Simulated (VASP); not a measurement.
# Al (C2/c) in VASP: notebook, part 2 of 2

VASP 6.6.1.

## Step 3: Single point, PBEsol+D3(BJ) (strain +0.0250 x Voigt [0, 0, 0, 0, 1, 0])

Contents of INCAR:

```
  PREC = Accurate
  ENCUT = 520
  EDIFF = 1E-6
  ISMEAR = 0
  SIGMA = 0.15
  LREAL = F
  LASPH = T
  NELM = 100
  ALGO = Fast
  ISIF = 2
  LWAVE = F
  LCHARG = T
  GGA = PS
  IVDW = 12
  LELF = T
  LVHAR = T
  NBANDS = 10
```

Contents of KPOINTS:

```
Automatic mesh
0
Gamma
  18 18 10
```

Contents of POSCAR:

```
Al
1.0
    2.8124553515      0.0000000000      0.0351556919
   -1.4062276757      2.4356577814     -0.0175778459
    0.0608356250      0.0000000000      4.8668500000
Al
2
Direct
    0.6666666667      0.3333333333      0.7500000000
    0.3333333333      0.6666666667      0.2500000000
```

Potentials or basis: VASP PAW PBE potentials, release 64 (Al).

The run is started by

```bash
$ cat potpaw_PBE.64/Al/POTCAR > POTCAR
$ mpirun -np 1 vasp_std > vasp.out
```

OUTCAR:

```text
PREC = Accurate
   ENCUT = 520
   EDIFF = 1E-6
   ISMEAR = 0
   LREAL = F
   LASPH = T
   NELM = 100
   ISIF = 2
   GGA = PS
   IVDW = 12
 IVDW          = 12

 ion  position               nearest neighbor table
   1  0.667  0.333  0.750-   2 2.90   2 2.90   2 2.93   2 2.93   2 2.95   2 2.95
   2  0.333  0.667  0.250-   1 2.90   1 2.90   1 2.93   1 2.93   1 2.95   1 2.95

  LATTYP: Found a base centered monoclinic cell.
 ALAT       =     2.8126750660
 B/A-ratio  =     1.7319155069
 C/A-ratio  =     1.7304630267
 COS(beta)  =    -0.0249960944

  Lattice vectors:

 A1 = (  -1.4062276757,   2.4356577814,  -0.0175778459)
 A2 = (  -1.4062276758,  -2.4356577814,  -0.0175778460)
 A3 = (   0.0608356250,   0.0000000000,   4.8668500000)

Analysis of symmetry for initial positions (statically):
=====================================================================
 Subroutine PRICEL returns:
 Original cell was already a primitive cell.

 Routine SETGRP: Setting up the symmetry group for a
 base centered monoclinic supercell.

 Subroutine GETGRP returns: Found  4 space group operations
 (whereof  2 operations were pure point group operations)
 out of a pool of  4 trial point group operations.

The static configuration has the point symmetry S_2 .
 The point group associated with its full space group is C_2h.

Analysis of symmetry for dynamics (positions and initial velocities):
=====================================================================
 Subroutine PRICEL returns:
 Original cell was already a primitive cell.

 Routine SETGRP: Setting up the symmetry group for a
 base centered monoclinic supercell.

 Subroutine GETGRP returns: Found  4 space group operations
 (whereof  2 operations were pure point group operations)
 out of a pool of  4 trial point group operations.

The dynamic configuration has the point symmetry S_2 .
 The point group associated with its full space group is C_2h.

 Subroutine INISYM returns: Found  4 space group operations
 (whereof  2 operations are pure point group operations),
 and found     1 'primitive' translations

[... 122 lines left out ...]
   IVDW    =    12    specifies the selected vdW correction
   LEPSILON=     F    determine dielectric tensor
   LRPA    =     F    only Hartree local field effects (RPA)
 non-spin polarized calculation
 RMM-DIIS sequential band-by-band and
 Gauss-broadening in eV      SIGMA  =   0.15
  energy-cutoff  :      520.00
  volume of cell :       33.33
 maximum number of plane-waves:       916
 NGX is ok and might be reduce to    24
   NGX = 11   NGY = 11   NGZ = 19

 number of electron       6.0000000 magnetization

 Free energy of the ion-electron system (eV)
  ---------------------------------------------------
  ext. energy  EPLUGINS =         0.00000000
  ---------------------------------------------------
  free energy    TOTEN  =        -8.11048972 eV

  energy without entropy =       -8.10085875  energy(sigma->0) =       -8.10567424

 E-fermi :   7.8215     XC(G=0): -10.2196

 val. band max:        7.8202589352   @ k =   0.3333   0.2778   0.3000
 cond. band min:       7.8229276697   @ k =   0.4444   0.0000  -0.0000
 fundamental gap:      0.0026687344
 Fermi energy:         7.8214666076

 k-point     1 :       0.0000    0.0000    0.0000
  band No.  band energies     occupation
      1      -3.2202      2.00000
      2       2.7873      2.00000
      3       3.0120      2.00000
      4      18.9807      0.00000
      5      19.2623      0.00000
      6      19.2676      0.00000
      7      19.4800      0.00000
      8      19.4848      0.00000
      9      20.2169      0.00000
     10      22.5542      0.00000
[... 287 lines left out ...]
 k-point    24 :      -0.2778    0.0556    0.0000
  band No.  band energies     occupation
      1      -1.6121      2.00000
      2       4.2668      2.00000
      3       4.5968      2.00000
      4      10.3896      0.00000
      5      14.0085      0.00000
      6      15.6992      0.00000
      7      16.3678      0.00000
      8      18.1854      0.00000
      9      19.2005      0.00000
     10      20.1990      0.00000

 [... further k-points ...]

------------------------ aborting loop because EDIFF is reached ----------------------------------------

 Edisp (eV)   -0.62836

 E8    (eV) :    -0.4231

  FORCE on cell =-STRESS in cart. coord.  units (eV):
  Direction    XX          YY          ZZ          XY          YZ          ZX
  --------------------------------------------------------------------------------------
  -------------------------------------------------------------------------------------
  Total      -0.75961    -0.76736    -1.19573    -0.00000    -0.00000    -0.04486
  in kB     -36.51045   -36.88336   -57.47292    -0.00000    -0.00000    -2.15625
  external pressure =      -43.62 kB  Pullay stress =        0.00 kB

 VOLUME and BASIS-vectors are now :
 -----------------------------------------------------------------------------
  energy-cutoff  :      520.00
  volume of cell :       33.33
      direct lattice vectors                 reciprocal lattice vectors
     2.812455352  0.000000000  0.035155692     0.355616765  0.205283355 -0.004445210
    -1.406227676  2.435657781 -0.017577846     0.000000000  0.410566709  0.000000000
     0.060835625  0.000000000  4.866850000    -0.002568798 -0.000000000  0.205503822

 POSITION                                       TOTAL-FORCE (eV/Angst)
 -----------------------------------------------------------------------------------
      1.45185      0.81189      3.66772        -0.000000     -0.003854     -0.000000
      0.01521      1.62377      1.21671         0.000000      0.003854      0.000000
 -----------------------------------------------------------------------------------
    total drift:                                0.000000     -0.000000     -0.000000

  FREE ENERGIE OF THE ION-ELECTRON SYSTEM (eV)
  ---------------------------------------------------
  free  energy   TOTEN  =        -8.7388542888 eV

  energy  without entropy=       -8.7292233158  energy(sigma->0) =       -8.73403880
```

stdout:

```text
POSCAR found type information on POSCAR Al
 POSCAR found :  1 types and       2 ions
 scaLAPACK will be used
 -----------------------------------------------------------------------------
|                                                                             |
|                                                                             |
|     You enforced a specific xc type in the INCAR file but a different       |
|     I HOPE YOU KNOW WHAT YOU ARE DOING!                                     |
|                                                                             |
 -----------------------------------------------------------------------------

 LDA part: xc-table for (Slater+PW92), standard interpolation
 POSCAR, INCAR and KPOINTS ok, starting setup
 FFT: planning ... GRIDC
 FFT: planning ... GRID_SOFT
 FFT: planning ... GRID
 WAVECAR not read
 entering main loop
```

Wall time 2.3 min (1 thread of Intel Xeon Platinum 8259CL at 2.50GHz (Skylake/Cascade Lake), shared host); peak memory 0.35 GiB.

What came out:

```
Free energy                : -8.7389 eV
Pressure                   : -4.4 GPa
Largest force              : 0.004 eV/Å
Band gap on the k mesh     : zero (band 3 reaches 11.40 eV, above the bottom of band 4 at 4.76 eV)
Dispersion energy per atom : -0.314 eV
```

Forces in eV/Å, atoms in the order of the input:
```
Al   0.000 -0.004  0.000
Al   0.000  0.004  0.000
```

Caveat: the cell differs from its parent crystal (strain +0.0250 x Voigt [0, 0, 0, 0, 1, 0]); the PAW data sets were made with another functional, which shifts forces and pressure a little; pairwise dispersion overbinds metals, which lowers pressure and volume.

## Step 4: Single point, PBEsol+D3(BJ) (strain +0.0375 x Voigt [0, 0, 0, 0, 1, 0])

Contents of INCAR:

```
SYSTEM = Al
PREC = Accurate
ENCUT = 520
EDIFF = 1E-6
ISMEAR = 0
SIGMA = 0.15
LREAL = .FALSE.
LASPH = .TRUE.
NELM = 100
ALGO = Fast
ISIF = 2
LWAVE = .FALSE.
LCHARG = .FALSE.
GGA = PS
IVDW = 12
NBANDS = 10
```

Contents of KPOINTS:

```
Automatic mesh
0
G
  18 18 10
  0 0 0
```

Contents of POSCAR:

```
Al
1.0
    2.8124553515      0.0000000000      0.0527335378
   -1.4062276757      2.4356577814     -0.0263667689
    0.0912534375      0.0000000000      4.8668500000
Al
2
Direct
    0.6666666667      0.3333333333      0.7500000000
    0.3333333333      0.6666666667      0.2500000000
```

The run is started by

```bash
$ cat potpaw_PBE.64/Al/POTCAR > POTCAR
$ mpirun -np 1 vasp_std > vasp.out
```

Wall time 2.2 min (1 thread of Intel Xeon Platinum 8259CL at 2.50GHz (Skylake/Cascade Lake), shared host); peak memory 0.35 GiB.

It converged, with:

```yaml
Free_energy: -8.7385 eV
Pressure: -4.3 GPa
Largest_force: 0.008 eV/Å
Band_gap_on_the_k_mesh: zero (band 3 reaches 11.34 eV, above the bottom of band 4 at 4.76 eV)
Dispersion_energy_per_atom: -0.314 eV
```

Forces in eV/Å, atoms in the order of the input:
```
Al   0.000 -0.008  0.000
Al   0.000  0.008  0.000
```

Stress tensor (GPa, compression positive):
```
-3.67  0.00 -0.23
 0.00 -3.62  0.00
-0.23  0.00 -5.69
```

Levels at points of the mesh, in eV from the Fermi level:
```tsv
k point	band 1	band 2	band 3	band 4	band 5	band 6
(0.00, 0.00, 0.00)	-11.04	-5.03	-4.81	11.16	11.44	11.45
(0.50, 0.00, 0.00)	-5.00	-4.90	0.25	1.03	1.04	1.78
(0.00, 0.50, 0.00)	-5.00	-4.91	0.63	0.64	1.37	1.46
(0.00, 0.00, 0.50)	-9.49	-9.49	2.41	2.41	12.35	12.35
(0.50, 0.00, 0.50)	-3.93	-3.63	-3.30	-2.82	7.14	7.28
(0.00, 0.50, 0.50)	-3.79	-3.79	-3.06	-3.06	7.21	7.21
```

Caveat: the cell differs from its parent crystal (strain +0.0375 x Voigt [0, 0, 0, 0, 1, 0]); the PAW data sets were made with another functional, which shifts forces and pressure a little; pairwise dispersion overbinds metals, which lowers pressure and volume.

## Step 5: Overview

| cell | gap on the mesh (eV) | pressure (GPa) |
| --- | --- | --- |
| a = 2.813, b = 2.812, c = 4.867 Å, angles 90.4, 89.3, 120.0°, 2 atoms | none | -4.4 |
| a = 2.813, b = 2.813, c = 4.867 Å, angles 90.7, 88.6, 120.0°, 2 atoms | none | -4.4 |
| a = 2.813, b = 2.813, c = 4.868 Å, angles 91.1, 87.9, 120.0°, 2 atoms | none | -4.3 |

Alike in all rows: task single point; level PBEsol+D3(BJ); potentials or basis VASP PAW PBE potentials, release 64 (Al); no spin polarisation; k mesh 18 × 18 × 10; cutoff (eV) 520; smearing gaussian 0.15 eV.

Caveats: the PAW data sets were made with another functional, which shifts forces and pressure a little; pairwise dispersion overbinds metals, which lowers pressure and volume.

Total energies depend on the potentials used, so only differences within one code and one set of settings carry meaning.
